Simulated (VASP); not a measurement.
Zn, 1 atom in the cell. The structure is cubic, space group Fm-3m (No. 225). Conventional cell: a = 3.848 Å, b = 3.848 Å, c = 3.848 Å, α = 90.00°, β = 90.00°, γ = 90.00°. Within 3.6 Å of Zn (site symmetry m-3m) lie 12 Zn at 2.72 Å. 

```yaml
Program: VASP 6.6.1
Task: single point
Functional: PBE
Potentials_or_basis: VASP PAW PBE potentials, release 64 (Zn)
Cutoff: 520 eV
k_mesh: 16 × 16 × 16
Occupations: fermi-dirac, width 0.0612256 eV
Spin: no spin polarisation
Dipole_correction: no
Further_INCAR_settings: ALGO = Normal; EDIFF = 1e-06; NBANDS = 12
```

Potentials or basis: VASP PAW PBE potentials, release 64 (Zn).

The run is started by

```console
$ cat potpaw_PBE.64/Zn/POTCAR > POTCAR
$ mpirun -np 1 vasp_std > vasp.out
```

Hardware: 1 thread of Intel(R) Xeon(R) 6975P-C (Granite Rapids) (shared host).

Estimate the wall time of this run.

Run time: 6.7 s on 1 thread of Intel(R) Xeon(R) 6975P-C (Granite Rapids), with other jobs on the host, peak memory 0.13 GiB. Counts: scf iterations 10, k points 145.
